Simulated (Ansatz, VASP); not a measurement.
**V in VASP and in Ansatz**

Contents of INCAR:

```
PREC = Accurate
ENCUT = 520
EDIFF = 1E-7
ISMEAR = -1
SIGMA = 0.05
LREAL = F
LASPH = T
NELM = 60
ALGO = Normal
ISIF = 2
LWAVE = F
LCHARG = F
GGA = PS
NBANDS = 20
```

Contents of KPOINTS:

```
regular mesh
0
Gamma
  10 10 10
```

POSCAR

```
V
1.0
    0.0000000000      2.5635698487      2.5635698487
    2.5635698487      0.0000000000      2.5635698487
    2.5635698487      2.5635698487      0.0000000000
V
2
Direct
   -0.1700000000     -0.1100000000     -0.1100000000
    0.1700000000      0.1100000000      0.1100000000
```

Input for Ansatz:

```yaml
crystal:
  lattice:
    - [0.0, 2.5635698487, 2.5635698487]
    - [2.5635698487, 0.0, 2.5635698487]
    - [2.5635698487, 2.5635698487, 0.0]
  atoms:
    - { symbol: V, position: [-0.17, -0.11, -0.11] }
    - { symbol: V, position: [0.17, 0.11, 0.11] }
kpoints:
  mp_grid: { grid: [10, 10, 10] }
scf:
  occupations: { method: fermi_dirac, width: 0.05 }
hamiltonian:
  xc: pbesol
  pseudopotentials: { kind: all_electron, lapw: { basis_error: 0.001 } }
output:
  forces: true
  stress: true
  eigenvalues: true
  populations: true
```

Change from the starting cell: shortest bond scaled by 0.88, LAPW.

Alike in both runs: task single point; functional PBEsol; k mesh 10 × 10 × 10; occupations fermi-dirac, width 0.05 eV; no spin polarisation.

|  | VASP | Ansatz |
| --- | --- | --- |
| version | VASP 6.6.1 | Ansatz 0.2.0 |
| potentials or method | VASP PAW PBE potentials, release 64 (V_sv), cutoff 520 eV | all-electron LAPW, scalar-relativistic |

```csv
,VASP,Ansatz,Ansatz less VASP
pressure (GPa),5.3,3.3,-2.03
"traceless stress, the component that is largest in VASP (GPa)",-8.18,-6.22,+1.954
rms of the force components (eV/Å),0.587,0.938,+0.3511
```

VASP's potentials were made for PBE, not for PBEsol. Atom by atom the forces differ by 0.351 eV/Å (rms over components). Ansatz ran all-electron here, and VASP with PAW potentials.
